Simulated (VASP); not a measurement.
A run of VASP 6.6.1 is set up as follows.

The input INCAR:

```
SYSTEM = AlN
ALGO = Normal
EDIFF = 1E-6
ENCUT = 520
GGA = PE
ISIF = 2
ISMEAR = 0
LASPH = .True.
LCHARG = .False.
LREAL = Auto
LWAVE = .False.
NBANDS = 46
NELM = 80
PREC = Accurate
SIGMA = 0.05
```

KPOINTS

```
k-points
0
Gamma
  4 8 3
  0 0 0
```

Contents of POSCAR:

```
AlN
1.0
   -1.5651197814     -2.7108669814      5.0179796556
    1.5651197814     -2.7108669814      0.0000000000
    7.8255989073      0.0000000000      7.5269694834
Al N
8 8
Direct
    0.6189054485      0.9500778849      0.0981155127
    0.4939054484      0.0750778849      0.8481155127
    0.2439054485      0.3250778849      0.3481155127
   -0.1310945515      0.7000778849      0.5981155127
    0.8064054484      0.0959112183      0.3064488460
    0.1814054484      0.7209112183      0.0564488460
    0.4314054484      0.4709112183      0.5564488460
    0.0564054484     -0.1540887817      0.8064488460
    0.8573695516      0.7116137817      0.1935011540
   -0.2676304484     -0.1633862183      0.9435011540
    0.4823695516      0.0866137817      0.4435011540
    0.1073695516      0.4616137817      0.6935011540
    0.0448695516     -0.1425528849      0.4018344873
    0.4198695516      0.4824471151      0.1518344873
    0.6698695515      0.2324471151      0.6518344873
    0.2948695516     -0.3925528849      0.9018344873
```

Potentials or basis: VASP PAW PBE potentials, release 64 (Al, N).

Launch:

```console
$ cat potpaw_PBE.64/Al/POTCAR potpaw_PBE.64/N/POTCAR > POTCAR
$ mpirun -np 1 vasp_std > vasp.out
```

(1) Estimate the band gap on the k mesh.

(2) Estimate the pressure.

(3) Predict the largest force.

## Answers

(1) 0.18 eV, indirect (least direct gap 0.20 eV).

(2) 6.5 GPa.

(3) 6.800 eV/Å.

Caveat: forces of over 1 eV/Å act on the atoms, so gaps and moduli don't describe the material at rest.
